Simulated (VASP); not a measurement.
## Sn2As: single point with PBE

Sn2As:

```
CELL_PARAMETERS angstrom
4.41912 -3.12115 0.00000
4.41912 3.12115 0.00000
0.00000 0.00000 5.78416
ATOMIC_POSITIONS crystal
Sn 0.08258 0.28291 0.75000
Sn 0.71709 0.91742 0.75000
Sn 0.91742 0.71709 0.25000
Sn 0.28291 0.08258 0.25000
As 0.50851 0.49149 0.75000
As 0.49149 0.50851 0.25000
```

The cell was generated, and may not be a known phase.

| Property | Result |
| --- | --- |
| Program | VASP 6.6.1 |
| Task | single point |
| Functional | PBE |
| Potentials or basis | VASP PAW PBE potentials, release 64 (Sn_d, As) |
| Cutoff | 520 eV |
| k mesh | 4 × 4 × 4 |
| Occupations | gaussian, width 0.1 eV |
| Spin | no spin polarisation |
| Dipole correction | no |
| Further INCAR settings | ALGO = Fast; EDIFF = 1e-06; NBANDS = 42 |

```json
{"Pressure": "0.1 GPa", "Largest force": "0.016 eV/Å", "Band gap on the k mesh": "zero (bands 33 and 34 overlap by 1.80 eV)"}
```

Forces in eV/Å, atoms in the order of the input:
```
Sn   0.013 -0.009  0.000
Sn  -0.013 -0.009  0.000
Sn  -0.013  0.009  0.000
Sn   0.013  0.009  0.000
As   0.000  0.013  0.000
As   0.000 -0.013  0.000
```

Stress tensor (GPa, compression positive):
```
0.00 0.00 0.00
0.00 0.18 0.00
0.00 0.00 0.03
```

Levels at points of the mesh, in eV from the Fermi level:
```tsv
k point	band 31	band 32	band 33	band 34	band 35	band 36
(0.00, 0.00, 0.00)	-2.39	-1.50	-0.26	-0.04	0.09	0.51
(0.50, 0.00, 0.00)	-1.46	-1.03	0.05	0.96	1.21	2.24
(0.50, 0.50, 0.00)	-1.18	-0.71	0.07	0.81	1.11	1.68
(0.00, 0.00, 0.50)	-1.51	-1.51	-0.89	-0.89	0.05	0.05
(0.50, 0.00, 0.50)	-0.51	-0.51	0.32	0.32	1.74	1.74
(0.50, 0.50, 0.50)	-0.06	-0.06	0.91	0.91	1.89	1.89
```

Wall time 3.3 min on 1 thread of Intel Xeon 8259CL, with other jobs on the host, peak memory 0.33 GiB.

Caveat: spin-orbit coupling is left out, which moves the levels of the heavy elements.
